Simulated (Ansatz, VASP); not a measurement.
## One calculation of Mn2Al2Cu, two programs

```xyz
5
Lattice="3.6271 0.0000 0.0000 -1.8135 3.1411 0.0000 0.0000 0.0000 8.2246" Properties=species:S:1:pos:R:3 pbc="T T T"
Mn    0.0000    2.0941    0.0000
Mn    1.8135    1.0470    0.0000
Al    0.0000    0.0000    1.6938
Al    0.0000    0.0000    6.5307
Cu    0.0000    0.0000    4.1123
```

Alike in both runs: task relaxation of cell and atoms; functional PBE; k mesh 12 × 12 × 6; occupations gaussian, width 0.1 eV; no spin polarisation.

|  | VASP | Ansatz |
| --- | --- | --- |
| version | VASP 6.6.1 | Ansatz 0.2.0 |
| potentials or method | VASP PAW PBE potentials, release 64 (Mn_pv, Al, Cu), cutoff 600 eV | scalar-relativistic, plane waves, PAW |
| valence electrons in the cell | 43 | 55 |

```tsv
	VASP	Ansatz	Ansatz less VASP
gap on the k mesh at the Fermi level, each at its own relaxed structure (eV)	none	none	-
relaxed volume (Å³/atom)	18.77	18.70	-0.061
relaxed length of the cell vector where the two differ most in proportion (Å)	3.629	3.621	-0.0082
```

A gap of «none» marks a metal or a gap that the smearing closes. VASP's potentials hold 43 valence electrons a cell and Ansatz's 55, so a difference there can come from the potentials and not from the codes.
